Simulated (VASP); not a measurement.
# Ge (Fd-3m) in VASP: a series of runs

Ge is run at these levels: PBE+D3(BJ); tasks: single point.

All numbers are computed with VASP 6.6.1; they aren't measurements. Logs are shortened: lines on timing, memory, paths and dates and some standing lists are left out, and cuts for length are marked.

**The experiment to reproduce.**

“Temperature-dependent photoluminescence in Ge: experiment and theory”, 2020, arxiv:2003.00143 reports, for a bulk crystal of Ge at 0 K: band gap 0.744 eV (indirect).

The results are compared with them further down.

### Step 1. The cell of the first run

Symmetry: Fd-3m, No. 227, cubic system. Conventional cell: a = 5.503 Å, b = 5.503 Å, c = 5.503 Å, α = 90.00°, β = 90.00°, γ = 90.00°. Within 3.1 Å of Ge (site symmetry -43m) lie 4 Ge at 2.38 Å.

### Step 2. Single point, PBE+D3(BJ)

Contents of INCAR:

```
SYSTEM = Ge
ALGO     = Normal         ! electronic algorithm
EDIFF    = 1E-6           ! SCF threshold, eV
ENCUT    = 520            ! plane-wave cutoff, eV
GGA      = PE             ! functional
ISIF     = 2              ! what is computed and relaxed
ISMEAR   = 0              ! smearing method
IVDW     = 12             ! dispersion correction
LASPH    = .TRUE.         ! aspherical terms in the spheres
LCHARG   = .FALSE.        ! write CHGCAR
LREAL    = .FALSE.        ! projectors in reciprocal space
LWAVE    = .FALSE.        ! write WAVECAR
NBANDS   = 21             ! bands
NELM     = 60             ! most SCF steps
PREC     = Accurate       ! precision mode
SIGMA    = 0.01           ! smearing width, eV
```

Contents of KPOINTS:

```
k-points
0
G
  6 6 6
  0 0 0
```

Contents of POSCAR:

```
Ge
1.0
    0.0000000000      2.7513662564      2.7513662564
    2.7513662564      0.0000000000      2.7513662564
    2.7513662564      2.7513662564      0.0000000000
Ge
2
Direct
    0.0000000000      0.0000000000      0.0000000000
    0.2500000000      0.2500000000      0.2500000000
```

Potentials or basis: VASP PAW PBE potentials, release 64 (Ge_d).

On the command line:

```sh
> cat potpaw_PBE.64/Ge_d/POTCAR > POTCAR
> mpirun -np 1 vasp_std > vasp.out
```

OUTCAR:

```text
SYSTEM = Ge
   EDIFF = 1E-6
   ENCUT = 520
   GGA = PE
   ISIF = 2
   ISMEAR = 0
   IVDW = 12
   LASPH = .TRUE.
   LREAL = .FALSE.
   NELM = 60
   PREC = Accurate
 IVDW          = 12

 ion  position               nearest neighbor table
   1  0.000  0.000  0.000-   2 2.38   2 2.38   2 2.38   2 2.38
   2  0.250  0.250  0.250-   1 2.38   1 2.38   1 2.38   1 2.38

  LATTYP: Found a face centered cubic cell.
 ALAT       =     5.5027325128

  Lattice vectors:

 A1 = (   0.0000000000,   2.7513662564,   2.7513662564)
 A2 = (   2.7513662564,   0.0000000000,   2.7513662564)
 A3 = (   2.7513662564,   2.7513662564,   0.0000000000)

Analysis of symmetry for initial positions (statically):
=====================================================================
 Subroutine PRICEL returns:
 Original cell was already a primitive cell.

 Routine SETGRP: Setting up the symmetry group for a
 face centered cubic supercell.

 Subroutine GETGRP returns: Found 48 space group operations
 (whereof 24 operations were pure point group operations)
 out of a pool of 48 trial point group operations.

The static configuration has the point symmetry T_d .
 The point group associated with its full space group is O_h .

Analysis of symmetry for dynamics (positions and initial velocities):
=====================================================================
 Subroutine PRICEL returns:
 Original cell was already a primitive cell.

 Routine SETGRP: Setting up the symmetry group for a
 face centered cubic supercell.

 Subroutine GETGRP returns: Found 48 space group operations
 (whereof 24 operations were pure point group operations)
 out of a pool of 48 trial point group operations.

The dynamic configuration has the point symmetry T_d .
 The point group associated with its full space group is O_h .

 Subroutine INISYM returns: Found 48 space group operations
 (whereof 24 operations are pure point group operations),
 and found     1 'primitive' translations

----------------------------------------------------------------------------------------

                                     Primitive cell

  volume of cell :      41.6558

  direct lattice vectors                    reciprocal lattice vectors
     0.000000000  2.751366256  2.751366256    -0.181727896  0.181727896  0.181727896
     2.751366256  0.000000000  2.751366256     0.181727896 -0.181727896  0.181727896
     2.751366256  2.751366256  0.000000000     0.181727896  0.181727896 -0.181727896

  length of vectors
     3.891019475  3.891019475  3.891019475     0.314761948  0.314761948  0.314761948

  position of ions in fractional coordinates (direct lattice)
     0.000000000  0.000000000  0.000000000
     0.250000000  0.250000000  0.250000000

  ion indices of the primitive-cell ions
   primitive index   ion index
                 1           1
                 2           2

----------------------------------------------------------------------------------------

 KPOINTS: k-points

Automatic generation of k-mesh.
 Grid dimensions read from file:
 generate k-points for:    6    6    6

 Generating k-lattice:

  Cartesian coordinates                     Fractional coordinates (reciprocal lattice)
    -0.030287983  0.030287983  0.030287983     0.166666667  0.000000000  0.000000000
     0.030287983 -0.030287983  0.030287983     0.000000000  0.166666667  0.000000000
     0.030287983  0.030287983 -0.030287983     0.000000000  0.000000000  0.166666667

  Length of vectors
     0.052460325  0.052460325  0.052460325

  Shift w.r.t. Gamma in fractional coordinates (k-lattice)
     0.000000000  0.000000000  0.000000000

 Subroutine IBZKPT returns following result:
 ===========================================

 Found     16 irreducible k-points:

 Following reciprocal coordinates:
            Coordinates               Weight
  0.000000  0.000000  0.000000      1.000000
  0.166667  0.000000  0.000000      8.000000
  0.333333  0.000000  0.000000      8.000000
  0.500000  0.000000  0.000000      4.000000
  0.166667  0.166667  0.000000      6.000000
  0.333333  0.166667  0.000000     24.000000
[... 8 lines left out ...]
 -0.333333  0.333333  0.166667     24.000000
 -0.333333  0.500000  0.166667     12.000000
   k-points           NKPTS =     16   k-points in BZ     NKDIM =     16   number of bands    NBANDS=     21
   number of dos      NEDOS =    301   number of ions     NIONS =      2
   total plane-waves  NPLWV =  27000
   dimension x,y,z NGX =    30 NGY =   30 NGZ =   30
   dimension x,y,z NGXF=    60 NGYF=   60 NGZF=   60
   ions per type =               2
   NGX,Y,Z   is equivalent  to a cutoff of  12.82, 12.82, 12.82 a.u.
   NGXF,Y,Z  is equivalent  to a cutoff of  25.64, 25.64, 25.64 a.u.
 SYSTEM =  Ge
   PREC   = accura    normal or accurate (medium, high low for compatibility)
   ISTART =      0    job   : 0-new  1-cont  2-samecut
   ICHARG =      2    charge: 1-file 2-atom 10-const
   ISPIN  =      1    spin polarized calculation?
   LNONCOLLINEAR =      F non collinear calculations
   LSORBIT =      F    spin-orbit coupling
   LASPH  =      T    aspherical Exc in radial PAW
   ENCUT  =  520.0 eV  38.22 Ry    6.18 a.u.   7.23  7.23  7.23*2*pi/ulx,y,z
   NELM   =     60;   NELMIN=  2; NELMDL= -5     # of ELM steps
   EDIFF  = 0.1E-05   stopping-criterion for ELM
   LREAL  =      F    real-space projection
   EDIFFG = 0.1E-04   stopping-criterion for IOM
   NSW    =      0    number of steps for IOM
   IBRION =     -1    ionic relax: 0-MD 1-quasi-New 2-CG
   NFREE  =      0    steps in history (QN), initial steepest desc. (CG)
   ISIF   =      2    stress and relaxation
   ISYM   =      2    0-nonsym 1-usesym 2-fastsym
   POTIM  = 0.5000    time-step for ionic-motion
   TEBEG  =    0.0;   TEEND  =   0.0 temperature during run
   PSTRESS=    0.0 pullay stress
   NELECT =      28.0000    total number of electrons
   NUPDOWN=      -1.0000    fix difference up-down
   EMIN   =  10.00;   EMAX   =-10.00  energy-range for DOS
   EFERMI =   0.00;   METHOD = LEGACY
   ISMEAR =     0;   SIGMA  =   0.01  broadening in eV -4-tet -1-fermi 0-gaus
   EFERMI_NEDOS =   21; number of points for ismear=-14 and -15
   IALGO  =     38    algorithm
   IMIX   =      4    mixing-type and parameters
     AMIX     =   0.40;   BMIX     =  1.00
     AMIX_MAG =   1.60;   BMIX_MAG =  1.00
  volume/ion in A,a.u.               =      20.83       140.55
  Fermi-wavevector in a.u.,A,eV,Ry     =   1.434066  2.709992 27.980993  2.056545
  Thomas-Fermi vector in A             =   2.553515
   LORBIT       =      0    0 simple, 1 ext, 2 COOP (PROOUT), +10 PAW based schemes
   GGA     = PE    functional components
   LHFCALC =     F    Hartree Fock is set to
   AEXX    =    0.0000 exact exchange contribution
   IVDW    =    12    specifies the selected vdW correction
   LEPSILON=     F    determine dielectric tensor
   LRPA    =     F    only Hartree local field effects (RPA)
 non-spin polarized calculation
 Gauss-broadening in eV      SIGMA  =   0.01
  energy-cutoff  :      520.00
  volume of cell :       41.66
 maximum number of plane-waves:      1139
 NGX is ok and might be reduce to    30
   NGX = 15   NGY = 15   NGZ = 15

 number of electron      27.9999970 magnetization

 Free energy of the ion-electron system (eV)
  ---------------------------------------------------
  ext. energy  EPLUGINS =         0.00000000
  ---------------------------------------------------
  free energy    TOTEN  =        -8.80534277 eV

  energy without entropy =       -8.80534277  energy(sigma->0) =       -8.80534277

 E-fermi :   5.9803     XC(G=0): -10.3203

 val. band max:        5.8535732742   @ k =   0.0000   0.0000   0.0000
 cond. band min:       6.3053181791   @ k =   0.5000   0.0000   0.0000
 fundamental gap:      0.4517449049
 Fermi energy:         5.9803369413

 k-point     1 :       0.0000    0.0000    0.0000
  band No.  band energies     occupation
      1     -19.0996      2.00000
      2     -19.0996      2.00000
      3     -19.0996      2.00000
      4     -19.0568      2.00000
      5     -19.0568      2.00000
      6     -18.7966      2.00000
[... 13 lines left out ...]
     20      15.5562      0.00000
     21      15.5562      0.00000

 k-point     2 :       0.1667    0.0000    0.0000
  band No.  band energies     occupation
      1     -19.1147      2.00000
      2     -19.1147      2.00000
      3     -19.0945      2.00000
      4     -19.0346      2.00000
      5     -19.0346      2.00000
      6     -18.8152      2.00000
[... 13 lines left out ...]
     20      14.3118      0.00000
     21      14.3118      0.00000

 k-point     3 :       0.3333    0.0000    0.0000
  band No.  band energies     occupation
      1     -19.1268      2.00000
      2     -19.1268      2.00000
      3     -19.0842      2.00000
      4     -19.0111      2.00000
      5     -19.0111      2.00000
      6     -18.8314      2.00000
[... 13 lines left out ...]
     20      15.0369      0.00000
     21      15.0369      0.00000

 k-point     4 :       0.5000    0.0000    0.0000
  band No.  band energies     occupation
      1     -19.1293      2.00000
      2     -19.1293      2.00000
      3     -19.0788      2.00000
      4     -19.0049      2.00000
      5     -19.0049      2.00000
      6     -18.8344      2.00000
[... 13 lines left out ...]
     20      17.5194      0.00000
     21      17.5194      0.00000

 k-point     5 :       0.1667    0.1667    0.0000
  band No.  band energies     occupation
      1     -19.1124      2.00000
      2     -19.1111      2.00000
      3     -19.1111      2.00000
      4     -19.0369      2.00000
      5     -19.0091      2.00000
      6     -18.8588      2.00000
[... 13 lines left out ...]
     20      14.5938      0.00000
     21      16.0500      0.00000
[... 190 lines left out ...]
     20      18.3385      0.00000
     21      19.1708      0.00000

 k-point    14 :       0.5000    0.3333    0.1667
  band No.  band energies     occupation
      1     -19.1479      2.00000
      2     -19.1447      2.00000
      3     -19.0528      2.00000
      4     -18.9854      2.00000
      5     -18.9419      2.00000
      6     -18.9241      2.00000
[... 13 lines left out ...]
     20      16.2664      0.00000
     21      18.8882      0.00000

 k-point    15 :      -0.3333    0.3333    0.1667
  band No.  band energies     occupation
      1     -19.1606      2.00000
      2     -19.1478      2.00000
      3     -19.0259      2.00000
      4     -18.9632      2.00000
      5     -18.9341      2.00000
      6     -18.9255      2.00000
[... 13 lines left out ...]
     20      18.2000      0.00000
     21      18.3793      0.00000

 k-point    16 :      -0.3333    0.5000    0.1667
  band No.  band energies     occupation
      1     -19.1548      2.00000
      2     -19.1548      2.00000
      3     -19.0013      2.00000
      4     -19.0013      2.00000
      5     -18.9168      2.00000
      6     -18.9168      2.00000
[... 13 lines left out ...]
     20      17.5672      0.00000
     21      19.4104      0.00000

------------------------ aborting loop because EDIFF is reached ----------------------------------------

 Edisp (eV)   -0.64769

 E8    (eV) :    -0.2905

  FORCE on cell =-STRESS in cart. coord.  units (eV):
  Direction    XX          YY          ZZ          XY          YZ          ZX
  --------------------------------------------------------------------------------------
  -------------------------------------------------------------------------------------
  Total       2.22898     2.22898     2.22898     0.00000     0.00000     0.00000
  in kB      85.73186    85.73186    85.73186     0.00000     0.00000     0.00000
  external pressure =       85.73 kB  Pullay stress =        0.00 kB

 VOLUME and BASIS-vectors are now :
 -----------------------------------------------------------------------------
  energy-cutoff  :      520.00
  volume of cell :       41.66
      direct lattice vectors                 reciprocal lattice vectors
     0.000000000  2.751366256  2.751366256    -0.181727896  0.181727896  0.181727896
     2.751366256  0.000000000  2.751366256     0.181727896 -0.181727896  0.181727896
     2.751366256  2.751366256  0.000000000     0.181727896  0.181727896 -0.181727896

 POSITION                                       TOTAL-FORCE (eV/Angst)
 -----------------------------------------------------------------------------------
      0.00000      0.00000      0.00000        -0.000000     -0.000000     -0.000000
      1.37568      1.37568      1.37568         0.000000      0.000000      0.000000
 -----------------------------------------------------------------------------------
    total drift:                                0.000000     -0.000000      0.000000

  FREE ENERGIE OF THE ION-ELECTRON SYSTEM (eV)
  ---------------------------------------------------
  free  energy   TOTEN  =        -9.4530292490 eV

  energy  without entropy=       -9.4530292490  energy(sigma->0) =       -9.45302925
```

It took 29 s on 1 thread of AMD EPYC 7R13, shared host; peak memory 0.14 GiB.

What came out:

* Free energy: -9.4530 eV
* Pressure: 8.6 GPa
* Band gap on the k mesh: 0.45 eV, indirect (least direct gap 0.82 eV)
* Dispersion energy per atom: -0.324 eV

A k mesh can miss the band edges.

[end of part 1 of 2]
